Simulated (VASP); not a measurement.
Hg, 1 atom in the cell. Symmetry: R-3m, No. 166, trigonal system. Conventional cell: a = 3.545 Å, b = 3.545 Å, c = 6.586 Å, α = 90.00°, β = 90.00°, γ = 120.00°. Within 4.0 Å of Hg (site symmetry -3m) lie 12 Hg at 3.00 to 3.54 Å. 

* Program: VASP 6.6.1
* Task: single point
* Functional: PBEsol
* Potentials or basis: VASP PAW PBE potentials, release 64 (Hg)
* Cutoff: 520 eV
* k mesh: 11 × 11 × 11
* Occupations: fermi-dirac, width 0.1 eV
* Spin: no spin polarisation
* Dipole correction: no
* Further INCAR settings: ALGO = Normal; EDIFF = 1e-06; NBANDS = 12

Potentials or basis: VASP PAW PBE potentials, release 64 (Hg).

Launch:

```sh
$ cat potpaw_PBE.64/Hg/POTCAR > POTCAR
$ mpirun -np 1 vasp_std > vasp.out
```

Hardware: 1 thread of Intel(R) Xeon(R) 6975P-C (Granite Rapids), with other jobs on the host.

Estimate the wall time of this run.

Wall time 8.9 s on 1 thread of Intel(R) Xeon(R) 6975P-C (Granite Rapids), with other jobs on the host, peak memory 0.16 GiB. Counts: scf iterations 11, k points 146.
